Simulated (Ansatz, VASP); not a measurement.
CoSi: VASP beside Ansatz

```
Co Si
1.0
     0.00000    2.31449    2.31449
     2.31449    0.00000    2.31449
     2.31449    2.31449    0.00000
Co Si
1 1
Direct
  0.00000 0.00000 0.00000
  0.50000 0.50000 0.50000
```

Alike in both runs: functional r2SCAN; k mesh 20 × 20 × 20; occupations gaussian, width 0.1 eV; no spin polarisation.

Ansatz relaxed the structure, and its values are those at the end. VASP's run is a single point on that final structure, the one shown.

```csv
,VASP,Ansatz
version,VASP 6.6.1,Ansatz 0.2.0
potentials or method,"VASP PAW PBE potentials, release 64 (Co, Si), cutoff 520 eV","scalar-relativistic, plane waves, PAW"
valence electrons in the cell,13,21
```

VASP gave:

```
gap on the k mesh at the Fermi level (eV) : none
pressure (GPa)                            : -0.1
```

Q: What did Ansatz give for the same quantities?

A: gap on the k mesh at the Fermi level (eV): none; pressure (GPa): 0.0.

VASP's potentials were made for PBE, not for r2SCAN. A gap of «none» marks a metal or a gap that the smearing closes. With one functional, cell and mesh, what is left measures potentials, basis and numerics. VASP's potentials hold 13 valence electrons a cell and Ansatz's 21, so a difference there can come from the potentials and not from the codes.
